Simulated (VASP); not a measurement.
# CdF2 (R-3m) in VASP: settings compared

Aim: see how the results for CdF2 move with the level of theory and the settings. Levels: PBE+D3(BJ), r2SCAN. Tasks: single point.

Program: VASP 6.6.1. These are calculated values, not measurements. Logs are shortened: lines on timing, memory, paths and dates and some standing lists are left out, and cuts for length are marked.

### Step 1. The cell of the first run

Symmetry: R-3m, No. 166, trigonal system. The conventional cell has a = 3.830 Å, b = 3.830 Å, c = 9.518 Å, α = 90.00°, β = 90.00°, γ = 120.00°. Within 3.1 Å of Cd (site symmetry -3m) lie 8 F at 2.35 to 2.38 Å. Within 3.1 Å of F (site symmetry 3m) lie 4 Cd at 2.35 to 2.38 Å and 6 F at 2.72 to 2.73 Å.

### Step 2. Single point, PBE+D3(BJ)

INCAR

```
PREC = Accurate
ENCUT = 520
EDIFF = 1E-6
ISMEAR = 0
SIGMA = 0.1
LREAL = False
LASPH = True
NELM = 60
ALGO = Normal
ISIF = 2
LWAVE = False
LCHARG = True
GGA = PE
IVDW = 12
LELF = True
LVHAR = True
NBANDS = 20
```

KPOINTS

```
Automatic mesh
0
Gamma
  6 6 6
```

POSCAR

```
CdF2
1.0
    1.9148748501      1.1055535113      3.1725411052
   -1.9148748501      1.1055535113      3.1725411052
    0.0000000000     -2.2111070192      3.1725411064
Cd F
1 2
Direct
    0.0000000000      0.0000000000      0.0000000000
    0.7503806612      0.7503806612      0.7503806612
    0.2496193388      0.2496193388      0.2496193388
```

Potentials or basis: VASP PAW PBE potentials, release 64 (Cd, F).

Launch:

```sh
$ cat potpaw_PBE.64/Cd/POTCAR potpaw_PBE.64/F/POTCAR > POTCAR
$ mpirun -np 1 vasp_std > vasp.out
```

OUTCAR:

```text
PREC = Accurate
   ENCUT = 520
   EDIFF = 1E-6
   ISMEAR = 0
   LREAL = False
   LASPH = True
   NELM = 60
   ISIF = 2
   GGA = PE
   IVDW = 12
 IVDW          = 12

 ion  position               nearest neighbor table
   1  0.000  0.000  0.000-   2 2.35   2 2.35   3 2.35   3 2.35   2 2.35   3 2.35   3 2.38   2 2.38

   2  0.750  0.750  0.750-   1 2.35   1 2.35   1 2.35   1 2.38
   3  0.250  0.250  0.250-   1 2.35   1 2.35   1 2.35   1 2.38

  LATTYP: Found a trigonal (rhomboedric) cell.
 ALAT       =     3.8670416758
 COS(alpha) =     0.5095970422

  Lattice vectors:

 A1 = (   1.9148748501,   1.1055535113,   3.1725411052)
 A2 = (  -1.9148748501,   1.1055535113,   3.1725411052)
 A3 = (   0.0000000000,  -2.2111070192,   3.1725411064)

Analysis of symmetry for initial positions (statically):
=====================================================================
 Subroutine PRICEL returns:
 Original cell was already a primitive cell.

 Routine SETGRP: Setting up the symmetry group for a
 trigonal (rhombohedral) supercell.

 Subroutine GETGRP returns: Found 12 space group operations
 (whereof 12 operations were pure point group operations)
 out of a pool of 12 trial point group operations.

The static configuration has the point symmetry D_3d.

Analysis of symmetry for dynamics (positions and initial velocities):
=====================================================================
 Subroutine PRICEL returns:
 Original cell was already a primitive cell.

 Routine SETGRP: Setting up the symmetry group for a
 trigonal (rhombohedral) supercell.

 Subroutine GETGRP returns: Found 12 space group operations
 (whereof 12 operations were pure point group operations)
 out of a pool of 12 trial point group operations.

The dynamic configuration has the point symmetry D_3d.

 Subroutine INISYM returns: Found 12 space group operations
 (whereof 12 operations are pure point group operations),
 and found     1 'primitive' translations

----------------------------------------------------------------------------------------

                                     Primitive cell

  volume of cell :      40.2976

  direct lattice vectors                    reciprocal lattice vectors
     1.914874850  1.105553511  3.172541105     0.261113670  0.150754048  0.105068247
    -1.914874850  1.105553511  3.172541105    -0.261113670  0.150754048  0.105068247
     0.000000000 -2.211107019  3.172541106     0.000000000 -0.301508095  0.105068247

  length of vectors
     3.867041676  3.867041676  3.867041676     0.319290570  0.319290570  0.319290570

  position of ions in fractional coordinates (direct lattice)
     0.000000000  0.000000000  0.000000000
     0.750380661  0.750380661  0.750380661
     0.249619339  0.249619339  0.249619339

  ion indices of the primitive-cell ions
   primitive index   ion index
                 1           1
                 2           2
                 3           3

----------------------------------------------------------------------------------------

 KPOINTS: Automatic mesh

Automatic generation of k-mesh.
 Grid dimensions read from file:
 generate k-points for:    6    6    6

 Generating k-lattice:

  Cartesian coordinates                     Fractional coordinates (reciprocal lattice)
     0.043518945  0.025125675  0.017511375     0.166666667  0.000000000 -0.000000000
    -0.043518945  0.025125675  0.017511375     0.000000000  0.166666667 -0.000000000
     0.000000000 -0.050251349  0.017511375    -0.000000000 -0.000000000  0.166666667

  Length of vectors
     0.053215095  0.053215095  0.053215095

  Shift w.r.t. Gamma in fractional coordinates (k-lattice)
     0.000000000  0.000000000  0.000000000

 Subroutine IBZKPT returns following result:
 ===========================================

 Found     32 irreducible k-points:

 Following reciprocal coordinates:
            Coordinates               Weight
  0.000000  0.000000  0.000000      1.000000
  0.166667  0.000000  0.000000      6.000000
  0.333333 -0.000000  0.000000      6.000000
  0.500000  0.000000  0.000000      3.000000
  0.166667  0.166667  0.000000      6.000000
  0.333333  0.166667  0.000000     12.000000
[... 16 lines left out ...]
  0.500000  0.500000  0.166667      6.000000
 -0.333333  0.500000  0.166667     12.000000
 [... further k-points ...]
   k-points           NKPTS =     32   k-points in BZ     NKDIM =     32   number of bands    NBANDS=     20
   number of dos      NEDOS =    301   number of ions     NIONS =      3
   total plane-waves  NPLWV =  27000
   dimension x,y,z NGX =    30 NGY =   30 NGZ =   30
   dimension x,y,z NGXF=    60 NGYF=   60 NGZF=   60
   ions per type =               1   2
   NGX,Y,Z   is equivalent  to a cutoff of  12.90, 12.90, 12.90 a.u.
   NGXF,Y,Z  is equivalent  to a cutoff of  25.79, 25.79, 25.79 a.u.
 SYSTEM =  unknown system
   PREC   = accura    normal or accurate (medium, high low for compatibility)
   ISTART =      0    job   : 0-new  1-cont  2-samecut
   ICHARG =      2    charge: 1-file 2-atom 10-const
   ISPIN  =      1    spin polarized calculation?
   LNONCOLLINEAR =      F non collinear calculations
   LSORBIT =      F    spin-orbit coupling
   LASPH  =      T    aspherical Exc in radial PAW
   ENCUT  =  520.0 eV  38.22 Ry    6.18 a.u.   7.19  7.19  7.19*2*pi/ulx,y,z
   NELM   =     60;   NELMIN=  2; NELMDL= -5     # of ELM steps
   EDIFF  = 0.1E-05   stopping-criterion for ELM
   LREAL  =      F    real-space projection
   EDIFFG = 0.1E-04   stopping-criterion for IOM
   NSW    =      0    number of steps for IOM
   IBRION =     -1    ionic relax: 0-MD 1-quasi-New 2-CG
   NFREE  =      0    steps in history (QN), initial steepest desc. (CG)
   ISIF   =      2    stress and relaxation
   ISYM   =      2    0-nonsym 1-usesym 2-fastsym
   POTIM  = 0.5000    time-step for ionic-motion
   TEBEG  =    0.0;   TEEND  =   0.0 temperature during run
   PSTRESS=    0.0 pullay stress
   NELECT =      26.0000    total number of electrons
   NUPDOWN=      -1.0000    fix difference up-down
   EMIN   =  10.00;   EMAX   =-10.00  energy-range for DOS
   EFERMI =   0.00;   METHOD = LEGACY
   ISMEAR =     0;   SIGMA  =   0.10  broadening in eV -4-tet -1-fermi 0-gaus
   EFERMI_NEDOS =   21; number of points for ismear=-14 and -15
   IALGO  =     38    algorithm
   IMIX   =      4    mixing-type and parameters
     AMIX     =   0.40;   BMIX     =  1.00
     AMIX_MAG =   1.60;   BMIX_MAG =  1.00
  volume/ion in A,a.u.               =      13.43        90.65
  Fermi-wavevector in a.u.,A,eV,Ry     =   1.414620  2.673244 27.227286  2.001149
  Thomas-Fermi vector in A             =   2.536143
   LORBIT       =      0    0 simple, 1 ext, 2 COOP (PROOUT), +10 PAW based schemes
   GGA     = PE    functional components
   LHFCALC =     F    Hartree Fock is set to
   AEXX    =    0.0000 exact exchange contribution
   IVDW    =    12    specifies the selected vdW correction
   LEPSILON=     F    determine dielectric tensor
   LRPA    =     F    only Hartree local field effects (RPA)
 non-spin polarized calculation
 Gauss-broadening in eV      SIGMA  =   0.10
  energy-cutoff  :      520.00
  volume of cell :       40.30
 maximum number of plane-waves:      1102
 NGX is ok and might be reduce to    30
   NGX = 15   NGY = 15   NGZ = 15

 number of electron      25.9999985 magnetization

 Free energy of the ion-electron system (eV)
  ---------------------------------------------------
  ext. energy  EPLUGINS =         0.00000000
  ---------------------------------------------------
  free energy    TOTEN  =       -10.89391538 eV

  energy without entropy =      -10.89391538  energy(sigma->0) =      -10.89391538

 E-fermi :  -1.0317     XC(G=0): -10.2495

 val. band max:       -1.5515377275   @ k =  -0.3333   0.5000   0.1667
 cond. band min:       1.4293271438   @ k =   0.0000   0.0000   0.0000
 fundamental gap:      2.9808648713
 Fermi energy:        -1.0316742220

 k-point     1 :       0.0000    0.0000    0.0000
  band No.  band energies     occupation
      1     -22.1754      2.00000
      2     -21.1527      2.00000
      3      -7.0679      2.00000
      4      -7.0679      2.00000
      5      -7.0561      2.00000
      6      -5.9835      2.00000
[... 12 lines left out ...]
     19      18.1484      0.00000
     20      18.1484      0.00000

 k-point     2 :       0.1667    0.0000    0.0000
  band No.  band energies     occupation
      1     -22.0955      2.00000
      2     -21.2236      2.00000
      3      -6.9743      2.00000
      4      -6.9640      2.00000
      5      -6.7991      2.00000
      6      -6.0078      2.00000
[... 12 lines left out ...]
     19      17.4604      0.00000
     20      17.5351      0.00000

 k-point     3 :       0.3333   -0.0000    0.0000
  band No.  band energies     occupation
      1     -21.8925      2.00000
      2     -21.4039      2.00000
      3      -6.8113      2.00000
      4      -6.8007      2.00000
      5      -6.1631      2.00000
      6      -5.9885      2.00000
[... 12 lines left out ...]
     19      16.7907      0.00000
     20      17.4836      0.00000

 k-point     4 :       0.5000    0.0000    0.0000
  band No.  band energies     occupation
      1     -21.6754      2.00000
      2     -21.6075      2.00000
      3      -6.7562      2.00000
      4      -6.7457      2.00000
      5      -5.9210      2.00000
      6      -5.9131      2.00000
[... 429 lines left out ...]
 k-point    23 :       0.5000    0.5000    0.1667
  band No.  band energies     occupation
      1     -21.7417      2.00000
      2     -21.5102      2.00000
      3      -6.6727      2.00000
      4      -6.3695      2.00000
      5      -6.2321      2.00000
      6      -5.9294      2.00000
[... 12 lines left out ...]
     19      18.5959      0.00000
     20      19.2551      0.00000

 k-point    24 :      -0.3333    0.5000    0.1667
  band No.  band energies     occupation
      1     -21.6840      2.00000
      2     -21.5597      2.00000
      3      -6.6298      2.00000
      4      -6.2004      2.00000
      5      -6.1353      2.00000
      6      -6.0604      2.00000
[... 12 lines left out ...]
     19      18.4824      0.00000
     20      18.8899      0.00000

 [... further k-points ...]

------------------------ aborting loop because EDIFF is reached ----------------------------------------

 Edisp (eV)   -0.48720

 E8    (eV) :    -0.1843

  FORCE on cell =-STRESS in cart. coord.  units (eV):
  Direction    XX          YY          ZZ          XY          YZ          ZX
  --------------------------------------------------------------------------------------
  -------------------------------------------------------------------------------------
  Total       0.25219     0.25219     0.09664     0.00000    -0.00000    -0.00000
  in kB      10.02671    10.02671     3.84234     0.00000    -0.00000    -0.00000
  external pressure =        7.97 kB  Pullay stress =        0.00 kB

 VOLUME and BASIS-vectors are now :
 -----------------------------------------------------------------------------
  energy-cutoff  :      520.00
  volume of cell :       40.30
      direct lattice vectors                 reciprocal lattice vectors
     1.914874850  1.105553511  3.172541105     0.261113670  0.150754048  0.105068247
    -1.914874850  1.105553511  3.172541105    -0.261113670  0.150754048  0.105068247
     0.000000000 -2.211107019  3.172541106     0.000000000 -0.301508095  0.105068247

 POSITION                                       TOTAL-FORCE (eV/Angst)
 -----------------------------------------------------------------------------------
      0.00000      0.00000      0.00000         0.000000     -0.000000      0.000000
      0.00000      0.00000      7.14184         0.000000      0.000000      0.008872
      0.00000      0.00000      2.37578         0.000000     -0.000000     -0.008872
 -----------------------------------------------------------------------------------
    total drift:                               -0.000000      0.000000      0.000000

  FREE ENERGIE OF THE ION-ELECTRON SYSTEM (eV)
  ---------------------------------------------------
  free  energy   TOTEN  =       -11.3811194912 eV

  energy  without entropy=      -11.3811194912  energy(sigma->0) =      -11.38111949
```

It took 17 s on 1 thread of Intel Xeon 6975P-C (Granite Rapids), shared host; peak memory 0.18 GiB.

What came out:

```
Free energy                : -11.3811 eV
Pressure                   : 0.8 GPa
Largest force              : 0.009 eV/Å
Band gap on the k mesh     : 2.98 eV (least direct gap 3.48 eV)
Dispersion energy per atom : -0.162 eV
```

Forces on the atoms (eV/Å):
```
Cd   0.000  0.000  0.000
F    0.000  0.000  0.009
F    0.000  0.000 -0.009
```

A k mesh can miss the band edges.

(Continued in part 2 of 2.)
